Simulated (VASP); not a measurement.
Write the native input for VASP 6.6.1 that does the following.

```yaml
Task: relaxation of cell and atoms
Functional: LDA
Potentials_or_basis: VASP PAW LDA potentials, release 64 (Au)
Cutoff: 600 eV
k_mesh: 11 × 11 × 11
Occupations: fermi-dirac, width 0.05 eV
Spin: no spin polarisation
Dipole_correction: no
Further_INCAR_settings: ALGO = Normal; EDIFF = 1e-07; IBRION = 2; EDIFFG = -0.02; NSW = 80; ISIF = 3
```

The structure of Au lies in POSCAR:

```
Au
1.0
    0.0000000000      2.0350000000      2.0350000000
    2.0350000000      0.0000000000      2.0350000000
    2.0350000000      2.0350000000      0.0000000000
Au
1
Direct
    0.0000000000      0.0000000000      0.0000000000
```

One way to write it, as run:

INCAR

```
SYSTEM = Au
PREC     = Accurate       ! precision mode
ENCUT    = 600            ! plane-wave cutoff, eV
EDIFF    = 1E-7           ! SCF threshold, eV
ISMEAR   = -1             ! smearing method
SIGMA    = 0.05           ! smearing width, eV
LREAL    = .False.        ! projectors in reciprocal space
LASPH    = .True.         ! aspherical terms in the spheres
NELM     = 60             ! most SCF steps
ALGO     = Normal         ! electronic algorithm
ISIF     = 3              ! what is computed and relaxed
LWAVE    = .False.        ! write WAVECAR
LCHARG   = .False.        ! write CHGCAR
IBRION   = 2              ! ionic algorithm
NSW      = 80             ! ionic steps
EDIFFG   = -0.02          ! ionic threshold
```

KPOINTS

```
regular mesh
0
Gamma
  11 11 11
  0 0 0
```

Potentials or basis: VASP PAW LDA potentials, release 64 (Au).

Command:

```bash
$ cat potpaw_LDA.64/Au/POTCAR > POTCAR
$ mpirun -np 1 vasp_std > vasp.out
```

Results of the run:

```json
{
  "Relaxed volume": "16.63 Å³/atom",
  "Relaxed cell": "a = 2.865 Å, b = 2.865 Å, c = 2.865 Å, α = 60.00°, β = 60.00°, γ = 60.00°",
  "Space group after relaxing (to 0.05 Å)": "Fm-3m (No. 225)",
  "Energy gained by relaxing": "1.8 meV/atom",
  "Ionic steps": "3",
  "Pressure after relaxing": "0.0 GPa"
}
```

Run time: 34 s on 1 thread of Intel Xeon 8259CL, with other jobs on the host, peak memory 0.14 GiB.
